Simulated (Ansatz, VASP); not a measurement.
Ga3AsP2: VASP beside Ansatz

```
CELL_PARAMETERS angstrom
-1.95202 5.85623 2.76077
1.95202 -5.85623 2.76077
1.95202 5.85623 -2.76077
ATOMIC_POSITIONS crystal
P 0.33291 0.00032 0.33259
P 0.66773 0.00032 0.66741
Ga 0.57338 0.74440 0.82898
Ga 0.91542 0.74440 0.17102
Ga 0.26134 0.76134 0.50000
As 0.99922 0.99922 0.00000
```

Alike in both runs: task single point; functional PBE; k mesh 8 × 8 × 8; no spin polarisation.

|  | VASP | Ansatz |
| --- | --- | --- |
| version | VASP 6.6.1 | Ansatz 0.2.0 |
| potentials or method | VASP PAW PBE potentials, release 64 (P, Ga_d, As) | plane waves, PAW |
| plane-wave cutoff (eV) | 520 | 420 |
| occupations | gaussian, width 0.01 eV | fixed |
| valence electrons in the cell | 54 | 64 |

Ansatz gave:

* gap on the k mesh at the Fermi level (eV): 1.31
* pressure (GPa): 2.6
* rms of the force components (eV/Å): 0.019

**Question.** Estimate VASP's values.

**Answer.** gap on the k mesh at the Fermi level (eV): 1.31; pressure (GPa): 2.6; rms of the force components (eV/Å): 0.026.

VASP's potentials hold 54 valence electrons a cell and Ansatz's 64, so a difference there can come from the potentials and not from the codes.
